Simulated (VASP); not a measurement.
# ZrB (Fm-3m) in VASP: settings compared

The runs below take ZrB through single point, with LDA, PBEsol, PBE, RPBE.

All numbers are computed with VASP 6.6.1; they aren't measurements. Logs are shortened: lines on timing, memory, paths and dates and some standing lists are left out, and cuts for length are marked.

## Step 1: The cell of the first run

Symmetry: Fm-3m, No. 225, cubic system. Conventional cell: a = 4.830 Å, b = 4.830 Å, c = 4.830 Å, α = 90.00°, β = 90.00°, γ = 90.00°. Zr (site symmetry m-3m) has 6 B at 2.41 Å within 3.2 Å. Within 3.2 Å of B (site symmetry m-3m) lie 6 Zr at 2.41 Å.

## Step 2: Single point, LDA

Input file INCAR:

```
ALGO = Normal
EDIFF = 1E-7
ENCUT = 520
ISIF = 2
ISMEAR = -1
LASPH = True
LCHARG = False
LREAL = False
LWAVE = False
NBANDS = 14
NELM = 100
PREC = Accurate
SIGMA = 0.05
```

Input file KPOINTS:

```
k-points
0
Gamma
  10 10 10
```

Input file POSCAR:

```
ZrB
1.0
    0.0000000000      2.4149542542      2.4149542542
    2.4149542542      0.0000000000      2.4149542542
    2.4149542542      2.4149542542      0.0000000000
Zr B
1 1
Direct
    0.0000000000      0.0000000000      0.0000000000
    0.5000000000      0.5000000000      0.5000000000
```

Potentials or basis: VASP PAW LDA potentials, release 64 (Zr_sv, B).

Launch:

```console
cat potpaw_LDA.64/Zr_sv/POTCAR potpaw_LDA.64/B/POTCAR > POTCAR
mpirun -np 1 vasp_std > vasp.out
```

OUTCAR:

```text
EDIFF = 1E-7
   ENCUT = 520
   ISIF = 2
   ISMEAR = -1
   LASPH = True
   LREAL = False
   NELM = 100
   PREC = Accurate

 ion  position               nearest neighbor table
   1  0.000  0.000  0.000-   2 2.41   2 2.41   2 2.41   2 2.41   2 2.41   2 2.41
   2  0.500  0.500  0.500-   1 2.41   1 2.41   1 2.41   1 2.41   1 2.41   1 2.41

  LATTYP: Found a face centered cubic cell.
 ALAT       =     4.8299085084

  Lattice vectors:

 A1 = (   0.0000000000,   2.4149542542,   2.4149542542)
 A2 = (   2.4149542542,   0.0000000000,   2.4149542542)
 A3 = (   2.4149542542,   2.4149542542,   0.0000000000)

Analysis of symmetry for initial positions (statically):
=====================================================================
 Subroutine PRICEL returns:
 Original cell was already a primitive cell.

 Routine SETGRP: Setting up the symmetry group for a
 face centered cubic supercell.

 Subroutine GETGRP returns: Found 48 space group operations
 (whereof 48 operations were pure point group operations)
 out of a pool of 48 trial point group operations.

The static configuration has the point symmetry O_h .

Analysis of symmetry for dynamics (positions and initial velocities):
=====================================================================
 Subroutine PRICEL returns:
 Original cell was already a primitive cell.

 Routine SETGRP: Setting up the symmetry group for a
 face centered cubic supercell.

 Subroutine GETGRP returns: Found 48 space group operations
 (whereof 48 operations were pure point group operations)
 out of a pool of 48 trial point group operations.

The dynamic configuration has the point symmetry O_h .

 Subroutine INISYM returns: Found 48 space group operations
 (whereof 48 operations are pure point group operations),
 and found     1 'primitive' translations

----------------------------------------------------------------------------------------

                                     Primitive cell

  volume of cell :      28.1680

  direct lattice vectors                    reciprocal lattice vectors
     0.000000000  2.414954254  2.414954254    -0.207043259  0.207043259  0.207043259
     2.414954254  0.000000000  2.414954254     0.207043259 -0.207043259  0.207043259
     2.414954254  2.414954254  0.000000000     0.207043259  0.207043259 -0.207043259

  length of vectors
     3.415261059  3.415261059  3.415261059     0.358609445  0.358609445  0.358609445

  position of ions in fractional coordinates (direct lattice)
     0.000000000  0.000000000  0.000000000
     0.500000000  0.500000000  0.500000000

  ion indices of the primitive-cell ions
   primitive index   ion index
                 1           1
                 2           2
[... 80 lines left out ...]
   POTIM  = 0.5000    time-step for ionic-motion
   TEBEG  =    0.0;   TEEND  =   0.0 temperature during run
   PSTRESS=    0.0 pullay stress
   NELECT =      15.0000    total number of electrons
   NUPDOWN=      -1.0000    fix difference up-down
   EMIN   =  10.00;   EMAX   =-10.00  energy-range for DOS
   EFERMI =   0.00;   METHOD = LEGACY
   ISMEAR =    -1;   SIGMA  =   0.05  broadening in eV -4-tet -1-fermi 0-gaus
   EFERMI_NEDOS =   21; number of points for ismear=-14 and -15
   IALGO  =     38    algorithm
   IMIX   =      4    mixing-type and parameters
     AMIX     =   0.40;   BMIX     =  1.00
     AMIX_MAG =   1.60;   BMIX_MAG =  1.00
  volume/ion in A,a.u.               =      14.08        95.04
  Fermi-wavevector in a.u.,A,eV,Ry     =   1.326945  2.507563 23.956917  1.760784
  Thomas-Fermi vector in A             =   2.456294
   LORBIT       =      0    0 simple, 1 ext, 2 COOP (PROOUT), +10 PAW based schemes
   GGA     = CA    functional components
   LHFCALC =     F    Hartree Fock is set to
   AEXX    =    0.0000 exact exchange contribution
   IVDW    =     0    specifies the selected vdW correction
   LEPSILON=     F    determine dielectric tensor
   LRPA    =     F    only Hartree local field effects (RPA)
 non-spin polarized calculation
  energy-cutoff  :      520.00
  volume of cell :       28.17
 maximum number of plane-waves:       769
 NGX is ok and might be reduce to    28
   NGX = 13   NGY = 13   NGZ = 13

 number of electron      15.0000000 magnetization

 Free energy of the ion-electron system (eV)
  ---------------------------------------------------
  ext. energy  EPLUGINS =         0.00000000
  ---------------------------------------------------
  free energy    TOTEN  =       -17.52257822 eV

  energy without entropy =      -17.51147767  energy(sigma->0) =      -17.51702795

 E-fermi :   7.7493     XC(G=0): -11.8603

 val. band max:        7.7394543196   @ k =   0.3000   0.2000   0.1000
 cond. band min:       7.8681003856   @ k =  -0.4000   0.4000   0.1000
 fundamental gap:      0.1286460661
 Fermi energy:         7.7492695202

 k-point     1 :       0.0000    0.0000    0.0000
  band No.  band energies     occupation
      1     -39.2297      2.00000
      2     -17.1875      2.00000
      3     -17.1875      2.00000
      4     -17.1875      2.00000
      5      -0.2604      2.00000
      6       9.5130      0.00000
      7       9.5130      0.00000
      8       9.5130      0.00000
      9      11.0485      0.00000
     10      11.0485      0.00000
     11      11.2891      0.00000
     12      11.2891      0.00000
     13      11.2891      0.00000
     14      18.6218      0.00000
[... 377 lines left out ...]
      1     -39.1507      2.00000
      2     -17.6660      2.00000
      3     -17.3813      2.00000
      4     -17.3612      2.00000
      5       1.8758      2.00000
      6       6.0818      2.00000
      7       7.1454      1.99999
      8       8.9416      0.00000
      9       9.6763      0.00000
     10      12.6959      0.00000
     11      14.0593      0.00000
     12      14.3114      0.00000
     13      18.0027      0.00000
     14      20.1555      0.00000

 [... further k-points ...]
[... 5 lines left out ...]
  --------------------------------------------------------------------------------------
  -------------------------------------------------------------------------------------
  Total        0.0586380      0.0586380      0.0586380      0.0000000      0.0000000     -0.0000000
  in kB        3.3352865      3.3352865      3.3352865      0.0000000      0.0000000     -0.0000000
  external PRESSURE =       3.3352865 kB  Pullay stress =       0.0000000 kB

 VOLUME and BASIS-vectors are now :
 -----------------------------------------------------------------------------
  energy-cutoff  :      520.00
  volume of cell :       28.17
      direct lattice vectors                 reciprocal lattice vectors
     0.000000000  2.414954254  2.414954254    -0.207043259  0.207043259  0.207043259
     2.414954254  0.000000000  2.414954254     0.207043259 -0.207043259  0.207043259
     2.414954254  2.414954254  0.000000000     0.207043259  0.207043259 -0.207043259

 POSITION                                       TOTAL-FORCE (eV/Angst)
 -----------------------------------------------------------------------------------
      0.00000      0.00000      0.00000         0.000000     -0.000000     -0.000000
      2.41495      2.41495      2.41495        -0.000000      0.000000      0.000000
 -----------------------------------------------------------------------------------
    total drift:                               -0.000000      0.000000      0.000000

  FREE ENERGIE OF THE ION-ELECTRON SYSTEM (eV)
  ---------------------------------------------------
  free  energy   TOTEN  =       -17.5225782230 eV

  energy  without entropy=      -17.5114776687  energy(sigma->0) =      -17.51702795
```

OSZICAR:

```text
N       E                     dE             d eps       ncg     rms          rms(c)
DAV:   1     0.908300631761E+02    0.90830E+02   -0.78372E+03  1324   0.103E+03
DAV:   2    -0.158088570430E+02   -0.10664E+03   -0.10154E+03  1634   0.281E+02
DAV:   3    -0.193529195805E+02   -0.35441E+01   -0.35093E+01  1960   0.440E+01
DAV:   4    -0.194225211619E+02   -0.69602E-01   -0.69589E-01  1568   0.562E+00
DAV:   5    -0.194242111851E+02   -0.16900E-02   -0.16900E-02  1970   0.603E-01    0.186E+01
DAV:   6    -0.175408231792E+02    0.18834E+01   -0.28098E+00  1526   0.144E+01    0.648E+00
DAV:   7    -0.175274203320E+02    0.13403E-01   -0.24562E-01  1818   0.341E+00    0.315E+00
DAV:   8    -0.175233216867E+02    0.40986E-02   -0.33163E-02  1620   0.137E+00    0.348E-01
DAV:   9    -0.175225462065E+02    0.77548E-03   -0.32369E-03  1556   0.335E-01    0.149E-01
DAV:  10    -0.175225814540E+02   -0.35248E-04   -0.39191E-04  1556   0.211E-01    0.335E-02
DAV:  11    -0.175225788519E+02    0.26021E-05   -0.16447E-05  1694   0.356E-02    0.479E-03
DAV:  12    -0.175225782436E+02    0.60828E-06   -0.72954E-07  1594   0.946E-03    0.170E-03
DAV:  13    -0.175225782230E+02    0.20616E-07   -0.59219E-08   952   0.253E-03
   1 F= -.17522578E+02 E0= -.17517028E+02  d E =-.111006E-01
```

Run time: 18 s. Hardware: 1 thread of Intel Xeon 6975P-C, shared host; peak memory 0.15 GiB.

Results:

- Free energy: -17.5226 eV
- Pressure: 0.3 GPa

## Step 3: Single point, PBEsol

This run uses another cell than the first one, of 14.36 Å³/atom, 1.020 times its volume.

Input file INCAR:

```
SYSTEM = ZrB
PREC = Accurate
ENCUT = 520
EDIFF = 1E-6
ISMEAR = -1
SIGMA = 0.05
LREAL = .FALSE.
LASPH = .TRUE.
NELM = 60
ALGO = Normal
ISIF = 2
LWAVE = .FALSE.
LCHARG = .TRUE.
GGA = PS
LELF = .TRUE.
LVHAR = .TRUE.
NBANDS = 14
```

Input file KPOINTS:

```
regular mesh
0
G
  10 10 10
  0 0 0
```

Input file POSCAR:

```
ZrB
1.0
    0.0000000000      2.4307797815      2.4307797815
    2.4307797815      0.0000000000      2.4307797815
    2.4307797815      2.4307797815      0.0000000000
Zr B
1 1
Direct
    0.0000000000      0.0000000000      0.0000000000
    0.5000000000      0.5000000000      0.5000000000
```

Potentials or basis: VASP PAW PBE potentials, release 64 (Zr_sv, B).

Launch:

```console
cat potpaw_PBE.64/Zr_sv/POTCAR potpaw_PBE.64/B/POTCAR > POTCAR
mpirun -np 1 vasp_std > vasp.out
```

Run time: 19 s. Hardware: 1 thread of Intel Xeon 6975P-C, shared host; peak memory 0.17 GiB.

Results (log left out):

```yaml
Free_energy: -16.9223 eV
Pressure: 0.2 GPa
```

Levels at points of the mesh, in eV from the Fermi level:
```csv
k point,band 5,band 6,band 7,band 8,band 9,band 10,band 11,band 12
"(0.00, 0.00, 0.00)",-8.07,1.76,1.76,1.76,3.24,3.24,3.53,3.53
"(0.50, 0.00, 0.00)",-4.04,-3.88,-1.18,-1.18,4.97,4.97,6.29,7.61
"(0.50, 0.50, 0.00)",-6.12,-0.85,-0.71,2.15,2.15,4.72,5.92,5.92
```

Caveat: the PAW data sets were made with another functional, which shifts forces and pressure a little.

## Step 4: Single point, PBE

This run uses another cell than the first one, of 14.74 Å³/atom, 1.047 times its volume.

Input file INCAR:

```
  ALGO = Normal
  EDIFF = 1E-6
  ENCUT = 520
  GGA = PE
  ISIF = 2
  ISMEAR = -1
  LASPH = True
  LCHARG = False
  LREAL = False
  LWAVE = False
  NBANDS = 14
  NELM = 100
  PREC = Accurate
  SIGMA = 0.05
```

Input file KPOINTS:

```
k-points
0
Gamma
  10 10 10
```

Input file POSCAR:

```
ZrB
1.0
    0.0000000000      2.4518709323      2.4518709323
    2.4518709323      0.0000000000      2.4518709323
    2.4518709323      2.4518709323      0.0000000000
Zr B
1 1
Direct
    0.0000000000      0.0000000000      0.0000000000
    0.5000000000      0.5000000000      0.5000000000
```

Potentials or basis: VASP PAW PBE potentials, release 64 (Zr_sv, B).

Launch:

```console
cat potpaw_PBE.64/Zr_sv/POTCAR potpaw_PBE.64/B/POTCAR > POTCAR
mpirun -np 1 vasp_std > vasp.out
```

OUTCAR:

```text
EDIFF = 1E-6
   ENCUT = 520
   GGA = PE
   ISIF = 2
   ISMEAR = -1
   LASPH = True
   LREAL = False
   NELM = 100
   PREC = Accurate

 ion  position               nearest neighbor table
   1  0.000  0.000  0.000-   2 2.45   2 2.45   2 2.45   2 2.45   2 2.45   2 2.45
   2  0.500  0.500  0.500-   1 2.45   1 2.45   1 2.45   1 2.45   1 2.45   1 2.45

  LATTYP: Found a face centered cubic cell.
 ALAT       =     4.9037418646

  Lattice vectors:

 A1 = (   0.0000000000,   2.4518709323,   2.4518709323)
 A2 = (   2.4518709323,   0.0000000000,   2.4518709323)
[... 585 lines left out ...]
     10      12.1441      0.00000
     11      13.4670      0.00000
     12      13.7073      0.00000
     13      17.0629      0.00000
     14      19.2551      0.00000

 [... further k-points ...]
[... 5 lines left out ...]
  --------------------------------------------------------------------------------------
  -------------------------------------------------------------------------------------
  Total        0.0193353      0.0193353      0.0193353      0.0000000      0.0000000      0.0000000
  in kB        1.0508442      1.0508442      1.0508442      0.0000000      0.0000000      0.0000000
  external PRESSURE =       1.0508442 kB  Pullay stress =       0.0000000 kB

 VOLUME and BASIS-vectors are now :
 -----------------------------------------------------------------------------
  energy-cutoff  :      520.00
  volume of cell :       29.48
      direct lattice vectors                 reciprocal lattice vectors
     0.000000000  2.451870932  2.451870932    -0.203925905  0.203925905  0.203925905
     2.451870932  0.000000000  2.451870932     0.203925905 -0.203925905  0.203925905
     2.451870932  2.451870932  0.000000000     0.203925905  0.203925905 -0.203925905

 POSITION                                       TOTAL-FORCE (eV/Angst)
 -----------------------------------------------------------------------------------
      0.00000      0.00000      0.00000         0.000000     -0.000000     -0.000000
      2.45187      2.45187      2.45187        -0.000000      0.000000      0.000000
 -----------------------------------------------------------------------------------
    total drift:                               -0.000000      0.000000      0.000000

  FREE ENERGIE OF THE ION-ELECTRON SYSTEM (eV)
  ---------------------------------------------------
  free  energy   TOTEN  =       -16.0054187474 eV

  energy  without entropy=      -15.9929513617  energy(sigma->0) =      -15.99918505
```

OSZICAR:

```text
N       E                     dE             d eps       ncg     rms          rms(c)
DAV:   1     0.979996045199E+02    0.98000E+02   -0.76021E+03  1316   0.102E+03
DAV:   2    -0.139190599711E+02   -0.11192E+03   -0.10652E+03  1640   0.282E+02
DAV:   3    -0.178382523913E+02   -0.39192E+01   -0.38814E+01  2098   0.447E+01
DAV:   4    -0.179091159876E+02   -0.70864E-01   -0.70843E-01  1550   0.570E+00
DAV:   5    -0.179101323553E+02   -0.10164E-02   -0.10164E-02  1986   0.551E-01    0.169E+01
DAV:   6    -0.160078798040E+02    0.19023E+01   -0.28801E+00  1508   0.145E+01    0.570E+00
DAV:   7    -0.160048963474E+02    0.29835E-02   -0.25006E-01  1794   0.348E+00    0.271E+00
DAV:   8    -0.160061051379E+02   -0.12088E-02   -0.34464E-02  1630   0.152E+00    0.326E-01
DAV:   9    -0.160053355744E+02    0.76956E-03   -0.39298E-03  1554   0.373E-01    0.163E-01
DAV:  10    -0.160054252945E+02   -0.89720E-04   -0.55217E-04  1514   0.261E-01    0.403E-02
DAV:  11    -0.160054204114E+02    0.48832E-05   -0.29258E-05  1684   0.458E-02    0.469E-03
DAV:  12    -0.160054186942E+02    0.17172E-05   -0.17252E-06  1502   0.142E-02    0.345E-03
DAV:  13    -0.160054187474E+02   -0.53150E-07   -0.14574E-07   820   0.412E-03
   1 F= -.16005419E+02 E0= -.15999185E+02  d E =-.124674E-01
```

Run time: 17 s. Hardware: 1 thread of Intel Xeon 6975P-C, shared host; peak memory 0.16 GiB.

What came out:

| Property | Result |
| --- | --- |
| Free energy | -16.0054 eV |
| Pressure | 0.1 GPa |

Levels at points of the mesh, in eV from the Fermi level:
```
           k point  band 6  band 7  band 8  band 9  band 10  band 11
(0.00, 0.00, 0.00)    1.75    1.75    1.75    3.15     3.15     3.43
(0.50, 0.00, 0.00)   -3.79   -1.15   -1.15    4.82     4.82     6.09
(0.50, 0.50, 0.00)   -0.78   -0.76    2.05    2.05     4.56     5.73
```

[end of part 1 of 2]
